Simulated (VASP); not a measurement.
Input of a VASP 6.6.1 run:

File INCAR:

```
ALGO = Normal
EDIFF = 1E-6
ENCUT = 520
GGA = PS
ISIF = 2
ISMEAR = -1
IVDW = 12
LASPH = True
LCHARG = False
LREAL = False
LWAVE = False
NBANDS = 27
NELM = 100
PREC = Accurate
SIGMA = 0.05
```

KPOINTS

```
k-points
0
Gamma
  7 7 7
```

POSCAR

```
S
1.0
    5.4090000000      3.1228876060      1.4266666667
   -5.4090000000      3.1228876060      1.4266666667
    0.0000000000     -6.2457752121      1.4266666667
S
6
Direct
    0.8517000000      0.0827000000      0.7491000000
    0.0827000000      0.7491000000      0.8517000000
    0.7491000000      0.8517000000      0.0827000000
    0.1483000000      0.9173000000      0.2509000000
    0.9173000000      0.2509000000      0.1483000000
    0.2509000000      0.1483000000      0.9173000000
```

Potentials or basis: VASP PAW PBE potentials, release 64 (S).

Run with:

```bash
$ cat potpaw_PBE.64/S/POTCAR > POTCAR
$ mpirun -np 1 vasp_std > vasp.out
```

(1) Estimate the dispersion energy per atom.

(2) Predict the largest force.

(3) Estimate the pressure.

(4) What does it give for the band gap on the k mesh?

## Answers

(1) -0.196 eV.

(2) 0.219 eV/Å.

(3) -1.0 GPa.

(4) 2.10 eV (least direct gap 2.18 eV).

Caveat: three body term missing; the PAW data sets were made with another functional, which shifts forces and pressure a little.
